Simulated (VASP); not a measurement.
A run of VASP 6.6.1 is set up as follows.

File INCAR:

```
ALGO     = Normal         # electronic algorithm
EDIFF    = 1E-6           # SCF threshold, eV
EDIFFG   = -0.01          # ionic threshold
ENCUT    = 600            # plane-wave cutoff, eV
GGA      = PE             # functional
IBRION   = 2              # ionic algorithm
ISIF     = 3              # what is computed and relaxed
ISMEAR   = 0              # smearing method
LASPH    = T              # aspherical terms in the spheres
LCHARG   = F              # write CHGCAR
LREAL    = F              # projectors in reciprocal space
LWAVE    = F              # write WAVECAR
NELM     = 80             # most SCF steps
NSW      = 100            # ionic steps
PREC     = Accurate       # precision mode
SIGMA    = 0.02           # smearing width, eV
```

The input KPOINTS:

```
k-points
0
Gamma
  6 6 4
```

File POSCAR:

```
Mg3CdSe4
1.0
    4.3181550812      0.0000000000      0.0000000000
    0.0000000000      4.3181550812      0.0000000000
    0.0000000000      0.0000000000     11.8575890946
Mg Cd Se
3 1 4
Direct
    0.0000000000      0.0000000000      0.7448540549
    0.5000000000      0.5000000000      0.5000000000
    0.0000000000      0.0000000000      0.2551459451
    0.5000000000      0.5000000000      0.0000000000
    0.0000000000      0.5000000000      0.3779082944
    0.5000000000      0.0000000000      0.1329823590
    0.0000000000      0.5000000000      0.8670176410
    0.5000000000      0.0000000000      0.6220917056
```

Potentials or basis: VASP PAW PBE potentials, release 64 (Mg, Cd, Se).

The run is started by

```sh
$ cat potpaw_PBE.64/Mg/POTCAR potpaw_PBE.64/Cd/POTCAR potpaw_PBE.64/Se/POTCAR > POTCAR
$ mpirun -np 1 vasp_std > vasp.out
```

Q: Estimate the relaxed volume.

A: 27.61 Å³/atom.

Q: Predict the band gap on the k mesh.

A: 1.86 eV.

Forces on the atoms (eV/Å):
```
Mg   0.000  0.000  0.007
Mg   0.000  0.000  0.000
Mg   0.000  0.000 -0.007
Cd   0.000  0.000  0.000
Se   0.000  0.000  0.001
Se   0.000  0.000 -0.001
Se   0.000  0.000  0.001
Se   0.000  0.000 -0.001
```

A k mesh can miss the band edges.
